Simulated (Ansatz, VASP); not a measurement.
TaN: VASP beside Ansatz

```
CELL_PARAMETERS angstrom
0.00000 -2.20811 -2.20811
0.00000 2.20811 -2.20811
4.41622 0.00000 0.00000
ATOMIC_POSITIONS crystal
Ta 0.51215 0.48785 0.97265
Ta 0.98785 0.01215 0.52735
N 0.48646 0.51354 0.43818
N 0.01354 0.98646 0.06182
```

Change from the starting cell: mode 1 frozen in at -0.273 Å and mode 2 at -0.060 Å (largest displacements).

Alike in both runs: task single point; functional PBE; k mesh 14 × 14 × 10; occupations gaussian, width 0.15 eV; no spin polarisation.

|  | VASP | Ansatz |
| --- | --- | --- |
| version | VASP 6.6.1 | Ansatz 0.2.0 |
| potentials or method | VASP PAW PBE potentials, release 64 (Ta_pv, N), cutoff 520 eV | scalar-relativistic, plane waves, PAW |
| valence electrons in the cell | 32 | 36 |

```tsv
	VASP	Ansatz	Ansatz less VASP
gap on the k mesh at the Fermi level (eV)	none	none	-
pressure (GPa)	4.0	3.0	-0.97
traceless stress, the component that is largest in VASP (GPa)	23.49	23.15	-0.337
rms of the force components (eV/Å)	0.850	0.835	-0.0143
```

Atom by atom the forces differ by 0.024 eV/Å (rms over components). A gap of «none» marks a metal or a gap that the smearing closes. VASP's potentials hold 32 valence electrons a cell and Ansatz's 36, so a difference there can come from the potentials and not from the codes.

Spin-orbit coupling is off throughout.
